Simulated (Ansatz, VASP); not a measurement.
## AgBr in VASP and in Ansatz

```xyz
2
Lattice="0.0000 2.9217 2.9217 2.9217 0.0000 2.9217 2.9217 2.9217 0.0000" Properties=species:S:1:pos:R:3 pbc="T T T"
Ag    0.0000    0.0000    0.0000
Br    2.9217    2.9217    2.9217
```

Alike in both runs: task single point; functional PBE; k mesh 8 × 8 × 8; occupations gaussian, width 0.02 eV; non-collinear spin, spin-orbit coupling.

|  | VASP | Ansatz |
| --- | --- | --- |
| version | VASP 6.6.1 | Ansatz 0.2.0 |
| potentials or method | VASP PAW PBE potentials, release 64 (Ag, Br), cutoff 500 eV | plane waves, PAW |
| valence electrons in the cell | 18 | 26 |

```tsv
	VASP	Ansatz	Ansatz less VASP
pressure (GPa)	-0.1	-0.1	+0.02
net moment per atom (μB)	0.00	0.00	0.000
```

VASP's potentials hold 18 valence electrons a cell and Ansatz's 26, so a difference there can come from the potentials and not from the codes.
